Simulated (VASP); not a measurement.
# AlH5 (P-43m) in VASP: a series of runs, part 2 of 2

VASP 6.6.1.

**5. Single point, PBE**

This run uses another cell than the first one: it holds 12 atoms, not 6.

File INCAR:

```
PREC = Accurate
ENCUT = 520
EDIFF = 1E-6
ISMEAR = 0
SIGMA = 0.2
LREAL = F
LASPH = T
NELM = 60
ALGO = Normal
ISIF = 2
LWAVE = F
LCHARG = F
GGA = PE
NBANDS = 20
```

File KPOINTS:

```
regular mesh
0
Gamma
  6 6 4
```

File POSCAR:

```
AlH5
1.0
    3.4456244331      0.0000000000      0.0000000000
    0.0000000000      3.4456244331      0.0000000000
    0.0000000000      0.0000000000      6.8912488662
Al H
2 10
Direct
    0.5000000000      0.5000000000      0.2500000000
    0.5000000000      0.5000000000      0.7500000000
    0.2176069782      0.2176069782      0.1088034891
    0.2176069782      0.2176069782      0.6088034891
    0.7823930218      0.7823930218      0.1088034891
    0.7823930218      0.7823930218      0.6088034891
    0.7823930218      0.2176069782      0.3911965109
    0.7823930218      0.2176069782      0.8911965109
    0.2176069782      0.7823930218      0.3911965109
    0.2176069782      0.7823930218      0.8911965109
    0.0000000000      0.0000000000      0.5000000000
    0.0000000000      0.0000000000      0.0000000000
```

Command:

```bash
$ cat potpaw_PBE.64/Al/POTCAR potpaw_PBE.64/H/POTCAR > POTCAR
$ mpirun -np 1 vasp_std > vasp.out
```

Wall time 19 s (1 thread of Intel Xeon 6975P-C (Granite Rapids), shared host); peak memory 0.2 GiB.

It converged, with:

| Quantity | Value |
| --- | --- |
| Free energy | -36.0986 eV |
| Pressure | -0.2 GPa |
| Largest force | 0.013 eV/Å |
| Band gap on the k mesh | zero (bands 8 and 9 overlap by 0.28 eV) |

Forces in eV/Å, atoms in the order of the input:
```
Al   0.000  0.000  0.000
Al   0.000  0.000  0.000
H    0.007  0.007  0.008
H    0.007  0.007  0.008
H   -0.007 -0.007  0.008
H   -0.007 -0.007  0.008
H   -0.007  0.007 -0.008
H   -0.007  0.007 -0.008
H    0.007 -0.007 -0.008
H    0.007 -0.007 -0.008
H    0.000  0.000  0.000
H    0.000  0.000  0.000
```

Levels at points of the mesh, in eV from the Fermi level:
```
           k point  band 6  band 7  band 8  band 9  band 10  band 11
(0.00, 0.00, 0.00)   -0.75   -0.11   -0.11   -0.09     2.65     5.93
(0.50, 0.00, 0.00)   -3.88   -0.11   -0.11    2.65     5.11     6.64
(0.50, 0.50, 0.00)   -2.77   -2.77   -2.77   -0.39     2.51     2.51
(0.00, 0.00, 0.50)   -0.46   -0.46   -0.46    1.76     1.76     6.62
(0.50, 0.00, 0.50)   -2.02   -1.46   -1.46    3.76     3.76     5.85
(0.50, 0.50, 0.50)   -3.41   -3.41   -3.41    1.88     1.88     4.23
```

**6. Relaxation of cell and atoms, PBE**

This run uses another cell than the first one, of 6.81 Å³/atom.

File INCAR:

```
SYSTEM = AlH5
PREC = Accurate
ENCUT = 600
EDIFF = 1E-6
ISMEAR = 0
SIGMA = 0.1
LREAL = .FALSE.
LASPH = .TRUE.
NELM = 100
ALGO = Normal
ISIF = 3
LWAVE = .FALSE.
LCHARG = .FALSE.
GGA = PE
IBRION = 2
NSW = 100
EDIFFG = -0.01
```

File KPOINTS:

```
Automatic mesh
0
G
  12 12 12
  0 0 0
```

File POSCAR:

```
AlH5
1.0
    3.4447838972      0.0000000000      0.0000000000
    0.0000000000      3.4447838972      0.0000000000
    0.0000000000      0.0000000000      3.4447838972
Al H
1 5
Direct
    0.5000000000      0.5000000000      0.5000000000
    0.2173416667      0.2173416667      0.2173416667
    0.7826583333      0.7826583333      0.2173416667
    0.7826583333      0.2173416667      0.7826583333
    0.2173416667      0.7826583333      0.7826583333
    0.0000000000      0.0000000000      0.0000000000
```

Potentials or basis: VASP PAW PBE potentials, release 64 (Al, H).

Command:

```bash
$ cat potpaw_PBE.64/Al/POTCAR potpaw_PBE.64/H/POTCAR > POTCAR
$ mpirun -np 1 vasp_std > vasp.out
```

Run time: 15 s. Hardware: 1 thread of Intel Xeon 6975P-C (Granite Rapids), shared host; peak memory 0.17 GiB.

The run converged. Its results:

```
Free energy                           : -18.0556 eV
Relaxed volume                        : 6.81 Å³/atom
Relaxed cell                          : a = 3.444 Å, b = 3.444 Å, c = 3.444 Å, α = 90.00°, β = 90.00°, γ = 90.00°
Space group after relaxing (to 0.1 Å) : P-43m (No. 215)
Energy gained by relaxing             : 0.0 meV/atom
Ionic steps                           : 2
Pressure after relaxing               : 0.0 GPa
Largest force after relaxing          : 0.008 eV/Å
Band gap on the k mesh                : zero (bands 4 and 5 overlap by 0.28 eV)
```

Forces in eV/Å, atoms in the order of the input:
```
Al   0.000  0.000  0.000
H    0.005  0.005  0.005
H   -0.005 -0.005  0.005
H   -0.005  0.005 -0.005
H    0.005 -0.005 -0.005
H    0.000  0.000  0.000
```

The path:
| step | energy change (eV) | largest force (eV/Å) | pressure (GPa) | volume (Å³) |
| --- | --- | --- | --- | --- |
| 1 | 0.0000 | 0.0256 | -0.14 | 40.88 |
| 2 | -0.0001 | 0.0083 | -0.03 | 40.84 |

Final structure:
```
Al H
1.0
     3.44376    0.00000    0.00000
     0.00000    3.44376    0.00000
     0.00000    0.00000    3.44376
Al H
1 5
Direct
  0.50000 0.50000 0.50000
  0.21755 0.21755 0.21755
  0.78245 0.78245 0.21755
  0.78245 0.21755 0.78245
  0.21755 0.78245 0.78245
  0.00000 0.00000 0.00000
```

Levels at points of the mesh, in eV from the Fermi level:
| k point | band 1 | band 2 | band 3 | band 4 | band 5 | band 6 | band 7 | band 8 |
| --- | --- | --- | --- | --- | --- | --- | --- | --- |
| (0.00, 0.00, 0.00) | -10.35 | -0.68 | -0.68 | -0.68 | -0.02 | 6.00 | 6.00 | 11.83 |
| (0.50, 0.00, 0.00) | -8.15 | -6.73 | -0.03 | -0.03 | 2.72 | 7.90 | 7.90 | 7.97 |
| (0.50, 0.50, 0.00) | -6.62 | -4.29 | -3.81 | -3.81 | 5.20 | 6.72 | 7.54 | 7.54 |
| (0.50, 0.50, 0.50) | -5.77 | -2.69 | -2.69 | -2.69 | -0.31 | 2.58 | 2.58 | 2.58 |

**7. Summary**

| task | cell | k mesh | cutoff (eV) | smearing | gap on the mesh (eV) | pressure (GPa) | relaxed volume (Å³/atom) | largest force (eV/Å) |
| --- | --- | --- | --- | --- | --- | --- | --- | --- |
| relaxation of cell and atoms | relaxed from a = 3.830 Å, 6 atoms, atomic positions A | 4 × 4 × 4 | 600 | gaussian 0.1 eV | none | -0.5 | 6.94 | 0.03 |
| relaxation of cell and atoms | relaxed from a = 3.455 Å, 6 atoms, atomic positions B | 6 × 6 × 6 | 600 | gaussian 0.1 eV | none | -0.6 | - | 0.04 |
| single point | a = 3.446 Å, 6 atoms, atomic positions B | 12 × 12 × 12 | 520 | gaussian 0.1 eV | none | -0.3 | - | 0.01 |
| single point | a = 3.446, b = 3.446, c = 6.891 Å, 12 atoms, atomic positions C | 6 × 6 × 4 | 520 | gaussian 0.2 eV | none | -0.2 | - | 0.01 |
| relaxation of cell and atoms | relaxed from a = 3.445 Å, 6 atoms, atomic positions D | 12 × 12 × 12 | 600 | gaussian 0.1 eV | none | 0.0 | 6.81 | 0.01 |

Alike in all rows: level PBE; potentials or basis VASP PAW PBE potentials, release 64 (Al, H); no spin polarisation.

Caveats: some runs use coarse meshes; the volume moved by over 15 % at a fixed basis, so the end points are rough (at least some runs); the relaxation stopped at its first step, so nothing moved (at least some runs).

Total energies depend on the potentials used, so only differences within one code and one set of settings carry meaning.
